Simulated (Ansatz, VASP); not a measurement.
**Two plane-wave programs on GaN**

The input POSCAR:

```
GaN
1.0
    0.0000000000      2.2489367673      2.2489367673
    2.2489367673      0.0000000000      2.2489367673
    2.2489367673      2.2489367673      0.0000000000
Ga N
1 1
Direct
    0.0000000000      0.0000000000      0.0000000000
    0.7211188388      0.7596270537      0.7596270537
```

File INCAR.step1:

```
PREC = Accurate
ENCUT = 520
ISMEAR = 0
SIGMA = 0.05
LREAL = False
LASPH = True
NELM = 60
NBANDS = 16
GGA = PE
ALGO = Normal
EDIFF = 1E-4
LWAVE = True
LCHARG = False
```

The input INCAR.step2:

```
PREC = Accurate
ENCUT = 520
EDIFF = 1E-7
ISMEAR = 0
SIGMA = 0.05
LREAL = False
LASPH = True
NELM = 60
ALGO = Normal
ISIF = 2
LWAVE = False
LCHARG = False
METAGGA = R2SCAN
LMIXTAU = True
NBANDS = 16
ISTART = 1
```

The input KPOINTS:

```
Automatic mesh
0
Gamma
  10 10 10
```

Input for Ansatz:

```yaml
crystal:
  lattice:
    - [0.0, 2.2489367673, 2.2489367673]
    - [2.2489367673, 0.0, 2.2489367673]
    - [2.2489367673, 2.2489367673, 0.0]
  atoms:
    - { symbol: Ga, position: [0.0, 0.0, 0.0] }
    - { symbol: "N", position: [0.7211188388, 0.7596270537, 0.7596270537] }
basis:
  ecutwfc: 500
kpoints:
  mp_grid: { grid: [10, 10, 10] }
hamiltonian:
  xc: r2scan
scf:
  occupations: { method: gaussian, width: 0.05 }
output:
  forces: true
  stress: true
  eigenvalues: true
```

Change from the starting cell: all N atoms moved +0.075 Å, as atom 2 towards its neighbour atom 1 (Ga) at 1.948 Å.

Alike in both runs: task single point; functional r2SCAN; k mesh 10 × 10 × 10; occupations gaussian, width 0.05 eV; no spin polarisation.

```csv
,VASP,Ansatz
version,VASP 6.6.1,Ansatz 0.2.0
potentials or method,"VASP PAW PBE potentials, release 64 (Ga_d, N), cutoff 520 eV","scalar-relativistic, plane waves, PAW"
valence electrons in the cell,18,18
```

Ansatz gave:

| Item | Value |
| --- | --- |
| gap on the k mesh at the Fermi level (eV) | 2.09 |
| least direct gap on the mesh (eV) | 2.09 |
| pressure (GPa) | 0.7 |
| traceless stress, the component that is largest in VASP (GPa) | -3.14 |
| rms of the force components (eV/Å) | 0.668 |

Task: Which values does VASP return?

Result: gap on the k mesh at the Fermi level (eV): 2.08; least direct gap on the mesh (eV): 2.08; pressure (GPa): 1.7; traceless stress, the component that is largest in VASP (GPa): -3.29; rms of the force components (eV/Å): 0.681.

VASP's potentials were made for PBE, not for r2SCAN. Atom by atom the forces differ by 0.013 eV/Å (rms over components). The functional is the same, so the differences come from potentials, cutoffs and numerics.
